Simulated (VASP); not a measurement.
# SiC (Cm) in VASP: further runs

SiC is run at these levels: r2SCAN; tasks: single point.

All numbers are computed with VASP 6.6.1; they aren't measurements. Logs are shortened: lines on timing, memory, paths and dates and some standing lists are left out, and cuts for length are marked.

## 1. The cell of the first run

It takes space group Cm (No. 8, monoclinic). The conventional cell has a = 5.326 Å, b = 3.075 Å, c = 5.048 Å, α = 90.00°, β = 90.00°, γ = 90.00°. Si (site symmetry m) has 4 C at 1.80 to 1.88 Å within 2.4 Å. Si (site symmetry m) has 4 C at 1.79 to 2.28 Å within 2.4 Å. C (site symmetry m) has 4 Si at 1.79 to 2.28 Å within 2.4 Å. Within 2.5 Å of C (site symmetry m) lie 4 Si at 1.88 to 1.90 Å.

## 2. Single point, r2SCAN (atom 3 (C) moved -0.400 Å towards its neighbour atom 2 (Si) at 1.883 Å)

The input, POSCAR:

```
SiC
1.0
    3.0751950059      0.0000000000      0.0000000000
   -1.5375975029      2.6631969967      0.0000000000
    0.0000000000      0.0000000000      5.0481668544
Si C
2 2
Direct
    0.3333333333      0.6666666667      0.0046028828
    0.6666666667      0.3333333333      0.5046028828
    0.4749567290      0.7374783645      0.3540114538
    0.6666666667      0.3333333333      0.8803971172
```

The input, INCAR.step1:

```
SYSTEM = SiC
ALGO = Normal ; EDIFF = 1E-4
ENCUT = 520 ; GGA = PE
ISMEAR = 0 ; LASPH = .TRUE.
LCHARG = .FALSE. ; LREAL = .FALSE.
LWAVE = .TRUE. ; NBANDS = 16
NELM = 100 ; PREC = Accurate
SIGMA = 0.05
```

The input, INCAR.step2:

```
SYSTEM = SiC
ALGO = Normal ; EDIFF = 1E-7
ENCUT = 520 ; ISIF = 2
ISMEAR = 0 ; ISTART = 1
LASPH = .TRUE. ; LCHARG = .FALSE.
LMIXTAU = .TRUE. ; LREAL = .FALSE.
LWAVE = .FALSE. ; METAGGA = R2SCAN
NBANDS = 16 ; NELM = 100
PREC = Accurate ; SIGMA = 0.05
```

The input, KPOINTS:

```
k-points
0
G
  12 12 6
  0 0 0
```

Potentials or basis: VASP PAW PBE potentials, release 64 (Si, C).

Started as:

```sh
$ cat potpaw_PBE.64/Si/POTCAR potpaw_PBE.64/C/POTCAR > POTCAR
$ cp INCAR.step1 INCAR
$ mpirun -np 1 vasp_std > vasp.out
$ cp INCAR.step2 INCAR
$ mpirun -np 1 vasp_std > vasp.out
```

OUTCAR:

```text
SYSTEM = SiC
   EDIFF = 1E-7
   ENCUT = 520
   ISIF = 2
   ISMEAR = 0
   ISTART = 1
   LASPH = .TRUE.
   LREAL = .FALSE.
   METAGGA = R2SCAN
   NELM = 100
   PREC = Accurate

 ion  position               nearest neighbor table
   1  0.333  0.667  0.005-   3 1.80   4 1.88   4 1.88   4 1.88   2 3.09   2 3.09   2 3.09   2 3.09
                             2 3.09   2 3.09
   2  0.667  0.333  0.505-   3 1.79   3 1.79   4 1.90   3 2.28   1 3.09   1 3.09   1 3.09   1 3.09
                             1 3.09   1 3.09
   3  0.475  0.737  0.354-   2 1.79   2 1.79   1 1.80   2 2.28
   4  0.667  0.333  0.880-   1 1.88   1 1.88   1 1.88   2 1.90

  LATTYP: Found a hexagonal cell.
 ALAT       =     3.0751950059
 C/A-ratio  =     1.6415761748

  Lattice vectors:

 A1 = (   3.0751950059,   0.0000000000,   0.0000000000)
 A2 = (  -1.5375975029,   2.6631969967,   0.0000000000)
 A3 = (   0.0000000000,   0.0000000000,   5.0481668544)

Analysis of symmetry for initial positions (statically):
=====================================================================
 Subroutine PRICEL returns:
 Original cell was already a primitive cell.

 Routine SETGRP: Setting up the symmetry group for a
 hexagonal supercell.

 Subroutine GETGRP returns: Found  2 space group operations
 (whereof  2 operations were pure point group operations)
 out of a pool of 24 trial point group operations.

The static configuration has the point symmetry C_1h.

Analysis of symmetry for dynamics (positions and initial velocities):
=====================================================================
 Subroutine PRICEL returns:
 Original cell was already a primitive cell.

 Routine SETGRP: Setting up the symmetry group for a
 hexagonal supercell.

 Subroutine GETGRP returns: Found  2 space group operations
 (whereof  2 operations were pure point group operations)
 out of a pool of 24 trial point group operations.

The dynamic configuration has the point symmetry C_1h.

 Subroutine INISYM returns: Found  2 space group operations
 (whereof  2 operations are pure point group operations),
 and found     1 'primitive' translations

----------------------------------------------------------------------------------------

                                     Primitive cell

  volume of cell :      41.3437

  direct lattice vectors                    reciprocal lattice vectors
     3.075195006  0.000000000  0.000000000     0.325182630  0.187744279  0.000000000
    -1.537597503  2.663196997  0.000000000     0.000000000  0.375488558  0.000000000
     0.000000000  0.000000000  5.048166854     0.000000000  0.000000000  0.198091709

  length of vectors
     3.075195006  3.075195006  5.048166854     0.375488558  0.375488558  0.198091709

  position of ions in fractional coordinates (direct lattice)
     0.333333333  0.666666667  0.004602883
     0.666666667  0.333333333  0.504602883
     0.474956729  0.737478364  0.354011454
     0.666666667  0.333333333  0.880397117

  ion indices of the primitive-cell ions
   primitive index   ion index
                 1           1
                 2           2
                 3           3
                 4           4

----------------------------------------------------------------------------------------

 KPOINTS: k-points

Automatic generation of k-mesh.
 Grid dimensions read from file:
 generate k-points for:   12   12    6

 Generating k-lattice:

  Cartesian coordinates                     Fractional coordinates (reciprocal lattice)
     0.027098553  0.015645357  0.000000000     0.083333333  0.000000000  0.000000000
     0.000000000  0.031290713  0.000000000     0.000000000  0.083333333  0.000000000
     0.000000000  0.000000000  0.033015285     0.000000000  0.000000000  0.166666667

  Length of vectors
     0.031290713  0.031290713  0.033015285

  Shift w.r.t. Gamma in fractional coordinates (k-lattice)
     0.000000000  0.000000000  0.000000000

 Subroutine IBZKPT returns following result:
 ===========================================

 Found    242 irreducible k-points:

[... 43 lines left out ...]

 E-fermi :   9.4360     XC(G=0): -11.9403

 val. band max:        9.1514967839   @ k =   0.0000   0.0000   0.0000
 cond. band min:      10.2897024981   @ k =   0.3333   0.2500   0.0000
 fundamental gap:      1.1382057142
 Fermi energy:         9.4359588250

 k-point     1 :       0.0000    0.0000    0.0000
  band No.  band energies     occupation
      1      -8.2387      2.00000
      2      -4.5233      2.00000
      3      -1.0637      2.00000
      4       6.0305      2.00000
      5       7.2372      2.00000
      6       7.5208      2.00000
[... 8 lines left out ...]
     15      18.8586      0.00000
     16      19.3511      0.00000

 k-point     2 :       0.0833    0.0000    0.0000
  band No.  band energies     occupation
      1      -8.1168      2.00000
      2      -4.4194      2.00000
      3      -0.9525      2.00000
      4       5.8813      2.00000
      5       6.4539      2.00000
      6       7.4424      2.00000
[... 8 lines left out ...]
     15      18.6308      0.00000
     16      18.6576      0.00000

 k-point     3 :       0.0000    0.0833    0.0000
  band No.  band energies     occupation
      1      -8.1134      2.00000
      2      -4.4204      2.00000
      3      -0.9482      2.00000
      4       5.5120      2.00000
      5       6.8914      2.00000
      6       7.4119      2.00000
[... 8 lines left out ...]
     15      18.3967      0.00000
     16      19.1893      0.00000

 k-point     4 :       0.1667    0.0000    0.0000
  band No.  band energies     occupation
      1      -7.7560      2.00000
      2      -4.1169      2.00000
      3      -0.6291      2.00000
      4       4.8193      2.00000
      5       5.5112      2.00000
      6       6.8795      2.00000
[... 8 lines left out ...]
     15      18.1537      0.00000
     16      18.4871      0.00000
[... 324 lines left out ...]
 k-point    22 :       0.3333    0.0833    0.0000
  band No.  band energies     occupation
      1      -5.9257      2.00000
      2      -2.8547      2.00000
      3       0.2176      2.00000
      4       1.5244      2.00000
      5       3.5293      2.00000
      6       4.2536      2.00000
[... 8 lines left out ...]
     15      20.0821      0.00000
     16      21.5015      0.00000

 k-point    23 :      -0.0833    0.4167    0.0000
  band No.  band energies     occupation
      1      -5.7395      2.00000
      2      -3.1534      2.00000
      3       0.2920      2.00000
      4       1.7776      2.00000
      5       2.7140      2.00000
      6       4.6242      2.00000
[... 8 lines left out ...]
     15      20.0789      0.00000
     16      21.4742      0.00000

 k-point    24 :      -0.4167    0.3333    0.0000
  band No.  band energies     occupation
      1      -5.7808      2.00000
      2      -3.0945      2.00000
      3       0.3174      2.00000
      4       1.7196      2.00000
      5       2.7401      2.00000
      6       4.7196      2.00000
[... 8 lines left out ...]
     15      19.5802      0.00000
     16      21.3319      0.00000

 [... further k-points ...]
[... 5 lines left out ...]
  --------------------------------------------------------------------------------------
  -------------------------------------------------------------------------------------
  Total        0.3932183      1.9460429      1.8248741     -1.3447856      0.3511083      0.6081368
  in kB       15.2382330     75.4142366     70.7186309    -52.1139478     13.6063623     23.5668873
  external PRESSURE =      53.7903668 kB  Pullay stress =       0.0000000 kB

 VOLUME and BASIS-vectors are now :
 -----------------------------------------------------------------------------
  energy-cutoff  :      520.00
  volume of cell :       41.34
      direct lattice vectors                 reciprocal lattice vectors
     3.075195006  0.000000000  0.000000000     0.325182630  0.187744279  0.000000000
    -1.537597503  2.663196997  0.000000000     0.000000000  0.375488558  0.000000000
     0.000000000  0.000000000  5.048166854     0.000000000  0.000000000  0.198091709

 POSITION                                       TOTAL-FORCE (eV/Angst)
 -----------------------------------------------------------------------------------
     -0.00000      1.77546      0.02324         0.565423      0.326447     -1.078683
      1.53760      0.88773      2.54732         2.037906      1.176586      0.203565
      0.32664      1.96405      1.78711        -2.585625     -1.492811      1.775843
      1.53760      0.88773      4.44439        -0.017704     -0.010221     -0.900725
 -----------------------------------------------------------------------------------
    total drift:                               -0.000102     -0.000059     -0.000154

  FREE ENERGIE OF THE ION-ELECTRON SYSTEM (eV)
  ---------------------------------------------------
  free  energy   TOTEN  =       -37.6900975409 eV

  energy  without entropy=      -37.6900975409  energy(sigma->0) =      -37.69009754
```

Wall time 3 min (1 thread of Intel Xeon 6975P-C (Granite Rapids), shared host); peak memory 0.26 GiB.

What came out:

* Free energy: -37.6901 eV
* Pressure: 5.4 GPa
* Largest force: 3.474 eV/Å
* Band gap on the k mesh: 1.14 eV, indirect (least direct gap 4.13 eV)

Forces in eV/Å, atoms in the order of the input:
```
Si   0.565  0.326 -1.079
Si   2.038  1.177  0.204
C   -2.586 -1.493  1.776
C   -0.018 -0.010 -0.901
```

Levels at points of the mesh, in eV from the valence-band top:
```tsv
k point	band 4	band 5	band 6	band 7	band 8	band 9	band 10	band 11	band 12	band 13
(0.00, 0.00, 0.00)	-3.12	-1.91	-1.63	-1.14	0.00	4.21	5.19	6.18	6.68	6.94
(0.50, 0.00, 0.00)	-7.33	-6.42	-4.81	-3.56	-2.50	1.81	2.21	5.95	6.33	9.49
(0.00, 0.50, 0.00)	-7.91	-6.55	-5.09	-4.09	-1.83	2.29	3.92	5.83	6.37	8.98
(0.00, 0.00, 0.50)	-5.68	-2.70	-1.83	-1.78	-0.14	4.84	5.47	6.20	6.36	6.85
(0.50, 0.00, 0.50)	-8.40	-4.17	-4.14	-3.68	-3.56	2.67	3.16	4.47	4.87	9.51
(0.00, 0.50, 0.50)	-9.64	-4.05	-3.56	-3.38	-2.23	2.04	2.42	4.42	4.94	9.32
```

Caveat: the cell differs from its parent crystal (atom 3 (C) moved -0.400 Å towards its neighbour atom 2 (Si) at 1.883 Å); the PAW data sets were made with another functional, which shifts forces and pressure a little. A k mesh can miss the band edges.

## 3. Single point, r2SCAN (atom 3 (C) moved +0.200 Å towards its neighbour atom 2 (Si) at 1.883 Å)

Edit POSCAR of step 2 so:

```diff
@@ -10,3 +10,3 @@
     0.6666666667      0.3333333333      0.5046028828
-    0.4749567290      0.7374783645      0.3540114538
+    0.2625216355      0.6312608178      0.3935899489
     0.6666666667      0.3333333333      0.8803971172
```

The input, INCAR.step1:

```
SYSTEM = SiC
PREC = Accurate
ENCUT = 520
ISMEAR = 0
SIGMA = 0.05
LREAL = .FALSE.
LASPH = .TRUE.
NELM = 100
NBANDS = 16
GGA = PE
ALGO = Normal
EDIFF = 1E-4
LWAVE = .TRUE.
LCHARG = .FALSE.
```

The input, INCAR.step2:

```
SYSTEM = SiC
PREC = Accurate
ENCUT = 520
EDIFF = 1E-7
ISMEAR = 0
SIGMA = 0.05
LREAL = .FALSE.
LASPH = .TRUE.
NELM = 100
ALGO = Normal
ISIF = 2
LWAVE = .FALSE.
LCHARG = .FALSE.
METAGGA = R2SCAN
LMIXTAU = .TRUE.
NBANDS = 16
ISTART = 1
```

The input, KPOINTS:

```
regular mesh
0
G
  12 12 6
  0 0 0
```

Potentials or basis: VASP PAW PBE potentials, release 64 (Si, C).

Started as:

```sh
$ cat potpaw_PBE.64/Si/POTCAR potpaw_PBE.64/C/POTCAR > POTCAR
$ cp INCAR.step1 INCAR
$ mpirun -np 1 vasp_std > vasp.out
$ cp INCAR.step2 INCAR
$ mpirun -np 1 vasp_std > vasp.out
```

Run time: 8.1 min. Hardware: 1 thread of Intel Xeon 6975P-C, shared host; peak memory 0.26 GiB.

Results (log left out):

- Free energy: -38.1022 eV
- Pressure: 3.4 GPa
- Largest force: 6.099 eV/Å
- Band gap on the k mesh: 2.56 eV, indirect (least direct gap 4.38 eV)

Forces in eV/Å, atoms in the order of the input:
```
Si  -0.433 -0.250  0.495
Si  -4.393 -2.537  1.431
C    4.872  2.813 -2.357
C   -0.045 -0.026  0.430
```

Stress tensor (GPa, compression positive):
```
10.62  8.93 -5.68
 8.93  0.31 -3.28
-5.68 -3.28 -0.65
```

Levels at points of the mesh, in eV from the valence-band top:
```tsv
k point	band 6	band 7	band 8	band 9	band 10	band 11
(0.00, 0.00, 0.00)	-0.51	-0.07	0.00	5.12	6.45	6.95
(0.50, 0.00, 0.00)	-3.92	-3.55	-1.32	3.06	5.24	7.61
(0.00, 0.50, 0.00)	-3.80	-3.14	-1.67	2.93	4.15	6.88
(0.00, 0.00, 0.50)	-0.95	-0.92	-0.40	6.03	6.32	6.88
(0.50, 0.00, 0.50)	-2.56	-2.47	-2.25	3.39	3.42	5.28
(0.00, 0.50, 0.50)	-2.81	-2.62	-2.29	3.51	3.57	5.22
```

Caveat: the cell differs from its parent crystal (atom 3 (C) moved +0.200 Å towards its neighbour atom 2 (Si) at 1.883 Å); the PAW data sets were made with another functional, which shifts forces and pressure a little. A k mesh can miss the band edges.

## 4. Single point, r2SCAN (atom 3 (C) moved +0.500 Å towards its neighbour atom 2 (Si) at 1.883 Å)

Edit POSCAR of step 3 so:

```diff
@@ -10,3 +10,3 @@
     0.6666666667      0.3333333333      0.5046028828
-    0.2625216355      0.6312608178      0.3935899489
+    0.1563040888      0.5781520444      0.4133791965
     0.6666666667      0.3333333333      0.8803971172
```

The input, INCAR.step1:

```
PREC     = Accurate       # precision mode
ENCUT    = 520            # plane-wave cutoff, eV
ISMEAR   = 0              # smearing method
SIGMA    = 0.05           # smearing width, eV
LREAL    = F              # projectors in reciprocal space
LASPH    = T              # aspherical terms in the spheres
NELM     = 60             # most SCF steps
NBANDS   = 16             # bands
GGA      = PE             # functional
ALGO     = Normal         # electronic algorithm
EDIFF    = 1E-4           # SCF threshold, eV
LWAVE    = T              # write WAVECAR
LCHARG   = F              # write CHGCAR
```

The input, INCAR.step2:

```
PREC     = Accurate       # precision mode
ENCUT    = 520            # plane-wave cutoff, eV
EDIFF    = 1E-6           # SCF threshold, eV
ISMEAR   = 0              # smearing method
SIGMA    = 0.05           # smearing width, eV
LREAL    = F              # projectors in reciprocal space
LASPH    = T              # aspherical terms in the spheres
NELM     = 60             # most SCF steps
ALGO     = Normal         # electronic algorithm
ISIF     = 2              # what is computed and relaxed
LWAVE    = F              # write WAVECAR
LCHARG   = T              # write CHGCAR
METAGGA  = R2SCAN         # meta-GGA
LMIXTAU  = T            
LELF     = T              # ELF
LVHAR    = T            
NBANDS   = 16             # bands
ISTART   = 1
```

The input, KPOINTS:

```
Automatic mesh
0
Gamma
  12 12 6
```

Started as:

```sh
$ cat potpaw_PBE.64/Si/POTCAR potpaw_PBE.64/C/POTCAR > POTCAR
$ cp INCAR.step1 INCAR
$ mpirun -np 1 vasp_std > vasp.out
$ cp INCAR.step2 INCAR
$ mpirun -np 1 vasp_std > vasp.out
```

Run time: 8.3 min. Hardware: 1 thread of Intel Xeon 6975P-C, shared host; peak memory 0.26 GiB.

It converged, with:

```yaml
Free_energy: -33.4519 eV
Pressure: 33.4 GPa
Largest_force: 29.027 eV/Å
Band_gap_on_the_k_mesh: 2.12 eV, indirect (least direct gap 4.00 eV)
```

Forces in eV/Å, atoms in the order of the input:
```
Si   -1.025  -0.592   0.756
Si  -21.975 -12.687   8.831
C    23.369  13.492 -10.696
C    -0.369  -0.213   1.110
```

Stress tensor (GPa, compression positive):
```
 72.13  46.20 -31.81
 46.20  18.78 -18.36
-31.81 -18.36   9.33
```

Levels at points of the mesh, in eV from the valence-band top:
```tsv
k point	band 4	band 5	band 6	band 7	band 8	band 9	band 10	band 11	band 12	band 13
(0.00, 0.00, 0.00)	-3.14	-1.31	-0.91	-0.36	0.00	4.75	5.63	6.81	6.96	7.15
(0.50, 0.00, 0.00)	-7.45	-5.10	-4.51	-3.73	-1.51	2.89	5.79	6.93	7.62	8.26
(0.00, 0.50, 0.00)	-6.51	-6.11	-3.82	-2.79	-2.10	2.18	3.65	5.51	7.34	9.67
(0.00, 0.00, 0.50)	-4.78	-2.41	-1.25	-1.16	-0.33	4.91	6.05	6.11	6.92	7.53
(0.50, 0.00, 0.50)	-8.96	-3.10	-2.79	-2.50	-2.03	2.72	3.29	4.58	5.66	10.31
(0.00, 0.50, 0.50)	-8.30	-3.85	-3.27	-2.74	-2.04	2.76	3.32	4.52	5.46	9.76
```

Caveat: the cell differs from its parent crystal (atom 3 (C) moved +0.500 Å towards its neighbour atom 2 (Si) at 1.883 Å); the PAW data sets were made with another functional, which shifts forces and pressure a little. A k mesh can miss the band edges.

## 5. Single point, r2SCAN (atom 3 (C) moved +0.300 Å towards its neighbour atom 2 (Si) at 1.883 Å)

Edit POSCAR of step 4 so:

```diff
@@ -10,3 +10,3 @@
     0.6666666667      0.3333333333      0.5046028828
-    0.1563040888      0.5781520444      0.4133791965
+    0.2271157866      0.6135578933      0.4001863648
     0.6666666667      0.3333333333      0.8803971172
```

The input, INCAR.step1:

```
SYSTEM = SiC
PREC     = Accurate       ! precision mode
ENCUT    = 520            ! plane-wave cutoff, eV
ISMEAR   = 0              ! smearing method
SIGMA    = 0.05           ! smearing width, eV
LREAL    = .False.        ! projectors in reciprocal space
LASPH    = .True.         ! aspherical terms in the spheres
NELM     = 60             ! most SCF steps
NBANDS   = 16             ! bands
GGA      = PE             ! functional
ALGO     = Normal         ! electronic algorithm
EDIFF    = 1E-4           ! SCF threshold, eV
LWAVE    = .True.         ! write WAVECAR
LCHARG   = .False.        ! write CHGCAR
```

The input, INCAR.step2:

```
SYSTEM = SiC
PREC     = Accurate       ! precision mode
ENCUT    = 520            ! plane-wave cutoff, eV
EDIFF    = 1E-7           ! SCF threshold, eV
ISMEAR   = 0              ! smearing method
SIGMA    = 0.05           ! smearing width, eV
LREAL    = .False.        ! projectors in reciprocal space
LASPH    = .True.         ! aspherical terms in the spheres
NELM     = 60             ! most SCF steps
ALGO     = Normal         ! electronic algorithm
ISIF     = 2              ! what is computed and relaxed
LWAVE    = .False.        ! write WAVECAR
LCHARG   = .False.        ! write CHGCAR
METAGGA  = R2SCAN         ! meta-GGA
LMIXTAU  = .True.       
NBANDS   = 16             ! bands
ISTART   = 1
```

The input, KPOINTS:

```
Automatic mesh
0
Gamma
  12 12 6
  0 0 0
```

Started as:

```sh
$ cat potpaw_PBE.64/Si/POTCAR potpaw_PBE.64/C/POTCAR > POTCAR
$ cp INCAR.step1 INCAR
$ mpirun -np 1 vasp_std > vasp.out
$ cp INCAR.step2 INCAR
$ mpirun -np 1 vasp_std > vasp.out
```

Wall time 6.7 min (1 thread of Intel Xeon 6975P-C, shared host); peak memory 0.26 GiB.

Results (log left out):

```yaml
Free_energy: -37.2532 eV
Pressure: 9.1 GPa
Largest_force: 11.204 eV/Å
Band_gap_on_the_k_mesh: 2.47 eV, indirect (least direct gap 4.35 eV)
```

Forces in eV/Å, atoms in the order of the input:
```
Si  -0.658 -0.380  0.655
Si  -8.208 -4.739  2.953
C    8.977  5.183 -4.252
C   -0.111 -0.064  0.644
```

Stress tensor (GPa, compression positive):
```
 22.95  16.94 -11.10
 16.94   3.39  -6.41
-11.10  -6.41   0.88
```

Levels at points of the mesh, in eV from the valence-band top:
| k point | band 5 | band 6 | band 7 | band 8 | band 9 | band 10 | band 11 | band 12 |
| --- | --- | --- | --- | --- | --- | --- | --- | --- |
| (0.00, 0.00, 0.00) | -1.27 | -0.69 | -0.14 | 0.00 | 4.96 | 6.18 | 6.82 | 7.01 |
| (0.50, 0.00, 0.00) | -5.30 | -4.20 | -3.63 | -1.39 | 2.96 | 5.44 | 7.58 | 7.87 |
| (0.00, 0.50, 0.00) | -5.97 | -3.91 | -3.04 | -1.88 | 2.70 | 3.89 | 6.43 | 7.46 |
| (0.00, 0.00, 0.50) | -2.19 | -1.08 | -1.03 | -0.31 | 5.66 | 6.22 | 6.44 | 7.33 |
| (0.50, 0.00, 0.50) | -2.91 | -2.65 | -2.48 | -2.19 | 3.16 | 3.31 | 4.97 | 5.62 |
| (0.00, 0.50, 0.50) | -3.62 | -2.98 | -2.70 | -2.22 | 3.28 | 3.46 | 4.92 | 5.55 |

Caveat: the cell differs from its parent crystal (atom 3 (C) moved +0.300 Å towards its neighbour atom 2 (Si) at 1.883 Å); the PAW data sets were made with another functional, which shifts forces and pressure a little. A k mesh can miss the band edges.
